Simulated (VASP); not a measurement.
Runs of VASP 6.6.1 on CsI. The structure is that of space group Pm-3m (No. 221), or close to it. The cells are those of the table. 

```tsv
spin	cell	k mesh	pressure (GPa)	moment (μB)
off	a = 4.567 Å, 2 atoms	8 × 8 × 8	0.4	-
non-collinear, zero start, SOC	a = 4.567 Å, 2 atoms	4 × 4 × 4	0.4	0.00
non-collinear, zero start, SOC	a = 4.567 Å, 2 atoms	6 × 6 × 6	0.4	0.00
non-collinear, zero start, SOC	a = 4.642 Å, 2 atoms	4 × 4 × 4	(a)	0.00
non-collinear, zero start, SOC	a = 4.505 Å, 2 atoms	4 × 4 × 4	1.1	0.00
```

Alike in all rows: task single point; level r2SCAN; potentials or basis VASP PAW PBE potentials, release 64 (Cs_sv, I); cutoff (eV) 550; smearing gaussian 0.05 eV.

Task: Estimate the missing entries.

Result: (a) -0.2.

Caveats: the PAW data sets were made with another functional, which shifts forces and pressure a little.
